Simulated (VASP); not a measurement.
# BaTiO3 (R3m) in VASP: single point with LDA

Aim: the single point of BaTiO3 with LDA.

All numbers are computed with VASP 6.6.1; they aren't measurements. Logs are shortened: lines on timing, memory, paths and dates and some standing lists are left out, and cuts for length are marked.

### 1 The cell of the first run

The structure is trigonal, space group R3m (No. 160). Conventional cell: a = 5.655 Å, b = 5.655 Å, c = 6.953 Å, α = 90.00°, β = 90.00°, γ = 120.00°. Within 3.7 Å of Ba (site symmetry 3m) lie 12 O at 2.79 to 2.88 Å and 8 Ti at 3.38 to 3.57 Å. Ti (site symmetry 3m) has 6 O at 1.88 to 2.14 Å within 2.5 Å. Within 2.5 Å of O (site symmetry m) lie 2 Ti at 1.88 to 2.14 Å. O (site symmetry m) has 2 Ti at 1.88 to 2.14 Å within 2.5 Å.

### 2 Single point, LDA, collinear spin

The input, INCAR:

```
SYSTEM = BaTiO3
PREC = Accurate
ENCUT = 600
EDIFF = 1E-6
ISMEAR = 0
SIGMA = 0.02
LREAL = .FALSE.
LASPH = .TRUE.
NELM = 200
ALGO = Normal
ISIF = 2
LWAVE = .FALSE.
LCHARG = .FALSE.
ISPIN = 2
MAGMOM = 0 0 1 -1 0 0 0 0 0 0
LORBIT = 11
LMAXMIX = 4
NBANDS = 55
GGA_COMPAT = .FALSE.
```

The input, KPOINTS:

```
regular mesh
0
G
  6 6 3
  0 0 0
```

The input, POSCAR:

```
BaTiO3
1.0
    2.8276681575      1.6325549719      2.3177316080
   -2.8276681575      1.6325549719      2.3177316080
    0.0000000000     -6.5302198876      4.6354632160
Ba Ti O
2 2 6
Direct
    0.0000000000      0.0000000000      0.0000000000
    0.0000000000      0.0000000000      0.5000000000
    0.5140000000      0.5140000000      0.2570000000
    0.5140000000      0.5140000000      0.7570000000
    0.4916000000      0.4916000000      0.4907500000
    0.4916000000      0.9815000000      0.2458000000
    0.9815000000      0.4916000000      0.2458000000
    0.4916000000      0.4916000000      0.9907500000
    0.4916000000      0.9815000000      0.7458000000
    0.9815000000      0.4916000000      0.7458000000
```

Potentials or basis: VASP PAW LDA potentials, release 64 (Ba_sv, Ti_sv, O).

The run is started by

```bash
> cat potpaw_LDA.64/Ba_sv/POTCAR potpaw_LDA.64/Ti_sv/POTCAR potpaw_LDA.64/O/POTCAR > POTCAR
> mpirun -np 1 vasp_std > vasp.out
```

OUTCAR:

```text
SYSTEM = BaTiO3
   PREC = Accurate
   ENCUT = 600
   EDIFF = 1E-6
   ISMEAR = 0
   LREAL = .FALSE.
   LASPH = .TRUE.
   NELM = 200
   ISIF = 2
   ISPIN = 2
   LORBIT = 11

 ion  position               nearest neighbor table
   1  0.000  0.000  0.000-   8 2.79   7 2.79   6 2.79   7 2.83   6 2.83   9 2.83  10 2.83   8 2.83
                             8 2.83   8 2.88   9 2.88  10 2.88   4 3.38   3 3.43   4 3.43   4 3.43
   2  0.000  0.000  0.500-   5 2.79   9 2.79  10 2.79  10 2.83   9 2.83   6 2.83   7 2.83   5 2.83
                             5 2.83   5 2.88   7 2.88   6 2.88   3 3.38   4 3.43   3 3.43   3 3.43
   3  0.514  0.514  0.257-   5 1.88   6 1.88   7 1.88   8 2.14   6 2.14   7 2.14   2 3.38   1 3.43
                             2 3.43   2 3.43   2 3.50   1 3.50   1 3.50   1 3.57
   4  0.514  0.514  0.757-   8 1.88   9 1.88  10 1.88   5 2.14   9 2.14  10 2.14   1 3.38   2 3.43
                             1 3.43   1 3.43   1 3.50   2 3.50   2 3.50   2 3.57
   5  0.492  0.492  0.491-   3 1.88   4 2.14   2 2.79   2 2.83   2 2.83   2 2.88
   6  0.492  0.981  0.246-   3 1.88   3 2.14   1 2.79   1 2.83   2 2.83   2 2.88
   7  0.981  0.492  0.246-   3 1.88   3 2.14   1 2.79   1 2.83   2 2.83   2 2.88
   8  0.492  0.492  0.991-   4 1.88   3 2.14   1 2.79   1 2.83   1 2.83   1 2.88
   9  0.492  0.981  0.746-   4 1.88   4 2.14   2 2.79   2 2.83   1 2.83   1 2.88
  10  0.981  0.492  0.746-   4 1.88   4 2.14   2 2.79   2 2.83   1 2.83   1 2.88

  LATTYP: Found a base centered monoclinic cell.
 ALAT       =     5.6699613907
 B/A-ratio  =     0.9974206040
 C/A-ratio  =     1.4123908316
 COS(beta)  =    -0.0036478138

  Lattice vectors:

 A1 = (  -2.8276681575,  -1.6325549719,  -2.3177316080)
 A2 = (   2.8276681575,  -1.6325549719,  -2.3177316080)
 A3 = (   0.0000000000,  -6.5302198876,   4.6354632160)

Analysis of symmetry for initial positions (statically):
=====================================================================
 Subroutine PRICEL returns following result:

  LATTYP: Found a trigonal (rhomboedric) cell.
 ALAT       =     4.0041007420
 COS(alpha) =     0.0025827226
[... 12 lines left out ...]
 Subroutine GETGRP returns: Found  2 space group operations
 (whereof  2 operations were pure point group operations)
 out of a pool of  4 trial point group operations.

The static configuration has the point symmetry C_1h.

Analysis of symmetry for dynamics (positions and initial velocities):
=====================================================================
 Subroutine PRICEL returns following result:

  LATTYP: Found a trigonal (rhomboedric) cell.
 ALAT       =     4.0041007420
 COS(alpha) =     0.0025827226
[... 12 lines left out ...]
 Subroutine GETGRP returns: Found  2 space group operations
 (whereof  2 operations were pure point group operations)
 out of a pool of  4 trial point group operations.

The dynamic configuration has the point symmetry C_1h.

Analysis of structural, dynamic, and magnetic symmetry:
=====================================================================
 Subroutine PRICEL returns following result:

  LATTYP: Found a trigonal (rhomboedric) cell.
 ALAT       =     4.0041007420
 COS(alpha) =     0.0025827226
[... 12 lines left out ...]
 Subroutine GETGRP returns: Found  2 space group operations
 (whereof  2 operations were pure point group operations)
 out of a pool of  4 trial point group operations.

The overall configuration has the point symmetry C_1h.

 Subroutine INISYM returns: Found  2 space group operations
 (whereof  2 operations are pure point group operations),
 and found     2 'primitive' translations

----------------------------------------------------------------------------------------

                                     Primitive cell

  volume of cell :      64.1964

  direct lattice vectors                    reciprocal lattice vectors
     2.827668157  1.632554972  2.317731608     0.176824143  0.102089467  0.143818780
    -2.827668157  1.632554972  2.317731608    -0.176824143  0.102089467  0.143818780
     0.000000000 -3.265109944  2.317731608     0.000000000 -0.204178934  0.143818780

  length of vectors
     4.004100742  4.004100742  4.004100742     0.249745628  0.249745628  0.249745628

  position of ions in fractional coordinates (direct lattice)
     0.000000000  0.000000000  0.000000000
     0.514000000  0.514000000  0.514000000
     0.491600000  0.491600000  0.981500000
     0.491600000  0.981500000  0.491600000
     0.981500000  0.491600000  0.491600000

  ion indices of the primitive-cell ions
   primitive index   ion index
[... 95 lines left out ...]
   NELM   =    200;   NELMIN=  2; NELMDL= -5     # of ELM steps
   EDIFF  = 0.1E-05   stopping-criterion for ELM
   LREAL  =      F    real-space projection
   EDIFFG = 0.1E-04   stopping-criterion for IOM
   NSW    =      0    number of steps for IOM
   IBRION =     -1    ionic relax: 0-MD 1-quasi-New 2-CG
   NFREE  =      0    steps in history (QN), initial steepest desc. (CG)
   ISIF   =      2    stress and relaxation
   ISYM   =      2    0-nonsym 1-usesym 2-fastsym
   POTIM  = 0.5000    time-step for ionic-motion
   TEBEG  =    0.0;   TEEND  =   0.0 temperature during run
   PSTRESS=    0.0 pullay stress
   NELECT =      80.0000    total number of electrons
   NUPDOWN=      -1.0000    fix difference up-down
   EMIN   =  10.00;   EMAX   =-10.00  energy-range for DOS
   EFERMI =   0.00;   METHOD = LEGACY
   ISMEAR =     0;   SIGMA  =   0.02  broadening in eV -4-tet -1-fermi 0-gaus
   EFERMI_NEDOS =   21; number of points for ismear=-14 and -15
   IALGO  =     38    algorithm
   IMIX   =      4    mixing-type and parameters
     AMIX     =   0.40;   BMIX     =  1.00
     AMIX_MAG =   1.60;   BMIX_MAG =  1.00
  volume/ion in A,a.u.               =      12.84        86.64
  Fermi-wavevector in a.u.,A,eV,Ry     =   1.398271  2.642349 26.601582  1.955161
  Thomas-Fermi vector in A             =   2.521445
   LORBIT       =     11    0 simple, 1 ext, 2 COOP (PROOUT), +10 PAW based schemes
   GGA     = CA    functional components
   LHFCALC =     F    Hartree Fock is set to
   AEXX    =    0.0000 exact exchange contribution
   IVDW    =     0    specifies the selected vdW correction
   LEPSILON=     F    determine dielectric tensor
   LRPA    =     F    only Hartree local field effects (RPA)
 spin polarized calculation
 Gauss-broadening in eV      SIGMA  =   0.02
  energy-cutoff  :      600.00
  volume of cell :      128.39
 maximum number of plane-waves:      4336
   NGX = 15   NGY = 15   NGZ = 31

 number of electron      79.9999997 magnetization      -0.0000000

 number of electron      79.9999997 magnetization       0.0000000

 Free energy of the ion-electron system (eV)
  ---------------------------------------------------
  ext. energy  EPLUGINS =         0.00000000
  ---------------------------------------------------
  free energy    TOTEN  =       -88.29358264 eV

  energy without entropy =      -88.29358264  energy(sigma->0) =      -88.29358264

 E-fermi :   3.6072     XC(G=0): -11.7159

 val. band max:        3.4587379411   @ k =   0.5000   0.5000   0.0000
 cond. band min:       5.7246019658   @ k =   0.0000   0.0000   0.0000
 fundamental gap:      2.2658640247
 Fermi energy:         3.6072219321

 spin component 1

 k-point     1 :       0.0000    0.0000    0.0000
  band No.  band energies     occupation
      1     -52.1015      1.00000
      2     -52.1003      1.00000
      3     -28.8141      1.00000
      4     -28.7612      1.00000
      5     -28.7612      1.00000
      6     -28.7590      1.00000
[... 1309 lines left out ...]
     51       9.7555      0.00000
     52       9.8400      0.00000

 [... further k-points ...]

 spin component 2

 k-point     1 :       0.0000    0.0000    0.0000
  band No.  band energies     occupation
      1     -52.1015      1.00000
      2     -52.1003      1.00000
      3     -28.8141      1.00000
      4     -28.7612      1.00000
      5     -28.7612      1.00000
      6     -28.7590      1.00000
[... 1309 lines left out ...]
     51       9.7555      0.00000
     52       9.8400      0.00000

 [... further k-points ...]

 [bands above 52 left out]

------------------------ aborting loop because EDIFF is reached ----------------------------------------

  FORCE on cell =-STRESS in cart. coord.  units (eV):
  Direction    XX          YY          ZZ          XY          YZ          ZX
  --------------------------------------------------------------------------------------
  -------------------------------------------------------------------------------------
  Total       -3.2180924     -3.2182022     -3.4070257      0.0000000      0.0000525      0.0000000
  in kB      -40.1576643    -40.1590344    -42.5153093      0.0000000      0.0006556      0.0000000
  external PRESSURE =     -40.9440027 kB  Pullay stress =       0.0000000 kB

 VOLUME and BASIS-vectors are now :
 -----------------------------------------------------------------------------
  energy-cutoff  :      600.00
  volume of cell :      128.39
      direct lattice vectors                 reciprocal lattice vectors
     2.827668157  1.632554972  2.317731608     0.176824143  0.102089467  0.143818780
    -2.827668157  1.632554972  2.317731608    -0.176824143  0.102089467  0.143818780
     0.000000000 -6.530219888  4.635463216     0.000000000 -0.102089467  0.071909390

 POSITION                                       TOTAL-FORCE (eV/Angst)
 -----------------------------------------------------------------------------------
      0.00000      0.00000      0.00000         0.000000     -0.000002      0.100544
      0.00000     -3.26511      2.31773         0.000000     -0.000002      0.100544
      0.00000      0.00000      3.57394         0.000000     -0.000001     -0.015515
      0.00000     -3.26511      5.89167         0.000000     -0.000001     -0.015515
      0.00000     -1.59958      4.55365         0.000000     -0.098824     -0.028342
     -1.38527      0.79979      4.55365        -0.085594      0.049414     -0.028344
      1.38527      0.79979      4.55365         0.085594      0.049414     -0.028344
      0.00000     -4.86469      6.87138         0.000000     -0.098824     -0.028342
     -1.38527     -2.46532      6.87138        -0.085594      0.049414     -0.028344
      1.38527     -2.46532      6.87138         0.085594      0.049414     -0.028344
 -----------------------------------------------------------------------------------
    total drift:                               -0.000000      0.000044     -0.001917

  FREE ENERGIE OF THE ION-ELECTRON SYSTEM (eV)
  ---------------------------------------------------
  free  energy   TOTEN  =       -88.2935826357 eV

  energy  without entropy=      -88.2935826357  energy(sigma->0) =      -88.29358264

 total charge

# of ion       s       p       d       tot
------------------------------------------
    1        2.005   5.635   0.337   7.977
    2        2.005   5.635   0.337   7.977
    3        2.227   6.287   1.814  10.327
    4        2.227   6.287   1.814  10.327
    5        1.551   3.452   0.000   5.003
    6        1.551   3.452   0.000   5.003
    7        1.551   3.452   0.000   5.003
    8        1.551   3.452   0.000   5.003
    9        1.551   3.452   0.000   5.003
   10        1.551   3.452   0.000   5.003
--------------------------------------------------
tot         17.768  44.555   4.301  66.623

 magnetization (x)

# of ion       s       p       d       tot
------------------------------------------
    1        0.000   0.000  -0.000   0.000
    2       -0.000  -0.000   0.000  -0.000
    3       -0.000   0.000  -0.000  -0.000
    4        0.000  -0.000   0.000   0.000
    5       -0.000   0.000   0.000   0.000
    6       -0.000   0.000   0.000   0.000
    7       -0.000   0.000   0.000   0.000
    8        0.000  -0.000   0.000  -0.000
    9        0.000  -0.000   0.000  -0.000
   10        0.000  -0.000   0.000  -0.000
--------------------------------------------------
tot          0.000   0.000   0.000   0.000
```

It took 10 min on 1 thread of Oxide Virtual Turin-like, shared host; peak memory 0.47 GiB.

What came out:

| Quantity | Value |
| --- | --- |
| Free energy | -88.2936 eV |
| Pressure | -4.1 GPa |
| Largest force | 0.103 eV/Å |
| Band gap on the k mesh | 2.27 eV |
| Net moment | 0.00 μB per cell |
| Valence electrons inside the program's atomic spheres | Ba 7.98; Ti 10.33; O 5.00 |

Forces in eV/Å, atoms in the order of the input:
```
Ba   0.000  0.000  0.101
Ba   0.000  0.000  0.101
Ti   0.000  0.000 -0.016
Ti   0.000  0.000 -0.016
O    0.000 -0.099 -0.028
O   -0.086  0.049 -0.028
O    0.086  0.049 -0.028
O    0.000 -0.099 -0.028
O   -0.086  0.049 -0.028
O    0.086  0.049 -0.028
```

Caveat: the cell stands under tension; spin-orbit coupling is left out, which moves the levels of the heavy elements. LDA gaps usually lie below the measured ones, often by a third to a half.
